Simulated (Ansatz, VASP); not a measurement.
**GaAs: VASP beside Ansatz**

Contents of POSCAR:

```
GaAs
1.0
    0.0000000000      2.8330850955      2.8897467974
    2.8330850955      0.0000000000      2.8897467974
    2.8330850955      2.8330850955      0.0000000000
Ga As
1 1
Direct
    0.0000000000      0.0000000000      0.0000000000
    0.2500000000      0.2500000000      0.2500000000
```

INCAR.step1

```
PREC = Accurate ; ENCUT = 520
ISMEAR = -1 ; SIGMA = 0.02
LREAL = F ; LASPH = T
NELM = 150 ; MAGMOM = 0 0 0 0 0 0
LSORBIT = T ; GGA_COMPAT = F
NBANDS = 30 ; GGA = PE
ALGO = Normal ; EDIFF = 1E-4
LWAVE = T ; LCHARG = F
```

The input INCAR.step2:

```
PREC = Accurate ; ENCUT = 520
EDIFF = 1E-6 ; ISMEAR = -1
SIGMA = 0.02 ; LREAL = F
LASPH = T ; NELM = 150
ALGO = Normal ; ISIF = 2
LWAVE = F ; LCHARG = F
MAGMOM = 0 0 0 0 0 0 ; LORBIT = 11
LSORBIT = T ; GGA_COMPAT = F
LORBMOM = T ; METAGGA = R2SCAN
LMIXTAU = T ; NBANDS = 30
ISTART = 1
```

File KPOINTS:

```
Automatic mesh
0
Gamma
  8 8 8
```

Input for Ansatz:

```yaml
crystal:
  lattice:
    - [0.0, 2.8330850955, 2.8897467974]
    - [2.8330850955, 0.0, 2.8897467974]
    - [2.8330850955, 2.8330850955, 0.0]
  atoms:
    - { symbol: Ga, position: [0.0, 0.0, 0.0] }
    - { symbol: As, position: [0.25, 0.25, 0.25] }
kpoints:
  mp_grid: { grid: [8, 8, 8] }
  band_path:
    path:
      - [0.0, 0.0, 0.0]
      - [-0.5, -0.5, 0.0]
      - [-0.375, -0.375, 0.25]
      - [-0.375, 0.0, 0.375]
      - [0.0, 0.0, 0.5]
      - [-0.5, -0.25, 0.25]
    npoints: 1
hamiltonian:
  xc: r2scan
scf:
  occupations: { method: fermi_dirac, width: 0.02 }
  n_extra_bands: 8
magnetization:
  noncollinear: true
  spin_orbit: true
output:
  forces: true
  stress: true
  eigenvalues: true
```

Change from the starting cell: uniaxial_z strain +2.0%.

Alike in both runs: task single point; functional r2SCAN; k mesh 8 × 8 × 8; occupations fermi-dirac, width 0.02 eV; non-collinear spin, spin-orbit coupling.

|  | VASP | Ansatz |
| --- | --- | --- |
| version | VASP 6.6.1 | Ansatz 0.2.0 |
| potentials or method | VASP PAW PBE potentials, release 64 (Ga_d, As) | plane waves, PAW |
| plane-wave cutoff (eV) | 520 | 500 |
| valence electrons in the cell | 18 | 28 |

|  | VASP | Ansatz | Ansatz less VASP |
| --- | --- | --- | --- |
| pressure (GPa) | -1.3 | -1.4 | -0.09 |
| traceless stress, the component that is largest in VASP (GPa) | -0.89 | -0.91 | -0.023 |
| net moment per atom (μB) | 0.00 | 0.00 | 0.000 |

VASP's potentials were made for PBE, not for r2SCAN. VASP's potentials hold 18 valence electrons a cell and Ansatz's 28, so a difference there can come from the potentials and not from the codes.
